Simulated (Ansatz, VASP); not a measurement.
## One calculation of SrCl2, two programs

INCAR

```
  PREC = Accurate
  ENCUT = 520
  EDIFF = 1E-6
  ISMEAR = 0
  SIGMA = 0.05
  LREAL = False
  LASPH = True
  NELM = 80
  ALGO = Normal
  ISIF = 2
  LWAVE = False
  LCHARG = False
  GGA = PE
  NBANDS = 19
```

KPOINTS

```
regular mesh
0
Gamma
  6 6 6
```

Contents of POSCAR:

```
SrCl2
1.0
    0.0000000000      3.3876941628      3.5547074851
    3.3876941628      0.0000000000      3.5547074851
    3.3876941628      3.3876941628      0.0000000000
Sr Cl
1 2
Direct
    0.0000000000      0.0000000000      0.0000000000
    0.2500000000      0.2500000000      0.2500000000
    0.7500000000      0.7500000000      0.7500000000
```

Input for Ansatz:

```yaml
crystal:
  lattice:
    - [0.0, 3.3876941628, 3.5547074851]
    - [3.3876941628, 0.0, 3.5547074851]
    - [3.3876941628, 3.3876941628, 0.0]
  atoms:
    - { symbol: Sr, position: [0.0, 0.0, 0.0] }
    - { symbol: Cl, position: [0.25, 0.25, 0.25] }
    - { symbol: Cl, position: [0.75, 0.75, 0.75] }
basis:
  ecutwfc: 420
kpoints:
  mp_grid: { grid: [6, 6, 6] }
hamiltonian:
  xc: pbe
scf:
  occupations: { method: gaussian, width: 0.05 }
output:
  forces: true
  stress: true
  eigenvalues: true
```

Alike in both runs: task single point; functional PBE; k mesh 6 × 6 × 6; occupations gaussian, width 0.05 eV; no spin polarisation.

```csv
,VASP,Ansatz
version,VASP 6.6.1,Ansatz 0.2.0
potentials or method,"VASP PAW PBE potentials, release 64 (Sr_sv, Cl), cutoff 520 eV","scalar-relativistic, plane waves, PAW"
valence electrons in the cell,24,24
```

```tsv
	VASP	Ansatz	Ansatz less VASP
gap on the k mesh at the Fermi level (eV)	5.26	5.27	+0.006
least direct gap on the mesh (eV)	5.35	5.35	+0.003
pressure (GPa)	2.8	2.7	-0.10
traceless stress, the component that is largest in VASP (GPa)	-1.73	-1.74	-0.011
```

With one functional, cell and mesh, what is left measures potentials, basis and numerics.
